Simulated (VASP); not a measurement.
Set up this calculation in VASP 6.6.1, as the native input.

```
Task                   : single point
Functional             : r2SCAN
Potentials or basis    : VASP PAW PBE potentials, release 64 (Yb, C)
Cutoff                 : 520 eV
k mesh                 : 12 × 12 × 12
Occupations            : gaussian, width 0.05 eV
Spin                   : collinear spin, ferromagnetic start
Starting moments       : [0.35, 0.0] μB
Dipole correction      : no
Further INCAR settings : ALGO = Normal; EDIFF = 1e-06; NBANDS = 25
```

Crystal: YbC.

```
CELL_PARAMETERS angstrom
3.02236 0.00000 0.00000
0.00000 3.02236 0.00000
0.00000 0.00000 3.02236
ATOMIC_POSITIONS crystal
Yb 0.00000 0.00000 0.00000
C 0.50000 0.50000 0.50000
```

These files were run (other wordings do the same):

POSCAR

```
YbC
1.0
    3.0223616381      0.0000000000      0.0000000000
    0.0000000000      3.0223616381      0.0000000000
    0.0000000000      0.0000000000      3.0223616381
Yb C
1 1
Direct
    0.0000000000      0.0000000000      0.0000000000
    0.5000000000      0.5000000000      0.5000000000
```

INCAR.step1

```
PREC     = Accurate       # precision mode
ENCUT    = 520            # plane-wave cutoff, eV
ISMEAR   = 0              # smearing method
SIGMA    = 0.05           # smearing width, eV
LREAL    = F              # projectors in reciprocal space
LASPH    = T              # aspherical terms in the spheres
NELM     = 150            # most SCF steps
ISPIN    = 2              # spin polarisation
MAGMOM   = 0.35 0         # initial moments
LMAXMIX  = 6              # l up to which the mixer works
NBANDS   = 25             # bands
GGA      = PE             # functional
ALGO     = Normal         # electronic algorithm
EDIFF    = 1E-4           # SCF threshold, eV
LWAVE    = T              # write WAVECAR
LCHARG   = F              # write CHGCAR
```

INCAR.step2

```
PREC     = Accurate       # precision mode
ENCUT    = 520            # plane-wave cutoff, eV
EDIFF    = 1E-6           # SCF threshold, eV
ISMEAR   = 0              # smearing method
SIGMA    = 0.05           # smearing width, eV
LREAL    = F              # projectors in reciprocal space
LASPH    = T              # aspherical terms in the spheres
NELM     = 150            # most SCF steps
ALGO     = Normal         # electronic algorithm
ISIF     = 2              # what is computed and relaxed
LWAVE    = F              # write WAVECAR
LCHARG   = F              # write CHGCAR
ISPIN    = 2              # spin polarisation
MAGMOM   = 0.35 0         # initial moments
LORBIT   = 11             # projections on sites
LMAXMIX  = 6              # l up to which the mixer works
METAGGA  = R2SCAN         # meta-GGA
LMIXTAU  = T            
NBANDS   = 25             # bands
ISTART   = 1
```

KPOINTS

```
Automatic mesh
0
Gamma
  12 12 12
```

Potentials or basis: VASP PAW PBE potentials, release 64 (Yb, C).

Run with:

```bash
$ cat potpaw_PBE.64/Yb/POTCAR potpaw_PBE.64/C/POTCAR > POTCAR
$ cp INCAR.step1 INCAR
$ mpirun -np 1 vasp_std > vasp.out
$ cp INCAR.step2 INCAR
$ mpirun -np 1 vasp_std > vasp.out
```

It gave:

```yaml
Pressure: 0.0 GPa
Band_gap_on_the_k_mesh: zero (filled and empty bands overlap)
Net_moment: 0.00 μB per cell
Valence_electrons_inside_the_program's_atomic_spheres: Yb 22.17; C 2.23
```

Caveat: the PAW data sets were made with another functional, which shifts forces and pressure a little; spin-orbit coupling is left out, which moves the levels of the heavy elements.

Wall time 9.3 min on 1 thread of Oxide Virtual Turin-like Processor, with other jobs on the host, peak memory 0.21 GiB.
